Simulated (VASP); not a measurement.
Set up this calculation in VASP 6.6.1, as the native input.

| Quantity | Value |
| --- | --- |
| Task | single point |
| Functional | PBE |
| Potentials or basis | VASP PAW PBE potentials, release 64 (Sr_sv, Cl) |
| Cutoff | 520 eV |
| k mesh | 5 × 5 × 5 |
| Occupations | gaussian, width 0.02 eV |
| Spin | no spin polarisation |
| Dipole correction | no |
| Further INCAR settings | ALGO = Normal; EDIFF = 1e-06; NBANDS = 19 |

The structure of SrCl2 lies in POSCAR:

```
SrCl2
1.0
    0.0058139167      3.4883500000      3.4883500000
    3.4883500000      0.0058139167      3.4883500000
    3.4941639167      3.4941639167      0.0000000000
Sr Cl
1 2
Direct
    0.0000000000      0.0000000000      0.0000000000
    0.2500000000      0.2500000000      0.2500000000
    0.7500000000      0.7500000000      0.7500000000
```

These files were run (other wordings do the same):

INCAR

```
ALGO     = Normal         # electronic algorithm
EDIFF    = 1E-6           # SCF threshold, eV
ENCUT    = 520            # plane-wave cutoff, eV
GGA      = PE             # functional
ISIF     = 2              # what is computed and relaxed
ISMEAR   = 0              # smearing method
LASPH    = True           # aspherical terms in the spheres
LCHARG   = False          # write CHGCAR
LREAL    = False          # projectors in reciprocal space
LWAVE    = False          # write WAVECAR
NBANDS   = 19             # bands
NELM     = 100            # most SCF steps
PREC     = Accurate       # precision mode
SIGMA    = 0.02           # smearing width, eV
```

KPOINTS

```
k-points
0
Gamma
  5 5 5
```

Potentials or basis: VASP PAW PBE potentials, release 64 (Sr_sv, Cl).

Launch:

```bash
$ cat potpaw_PBE.64/Sr_sv/POTCAR potpaw_PBE.64/Cl/POTCAR > POTCAR
$ mpirun -np 1 vasp_std > vasp.out
```

It gave:

The pressure is 1.1 GPa and the largest force is 0.008 eV/Å. The band gap on the k mesh is 5.41 eV, indirect (least direct gap 5.67 eV).

Run time: 41 s on 1 thread of Intel(R) Xeon(R) Platinum 8488C (Sapphire Rapids), on a shared host, peak memory 0.24 GiB.
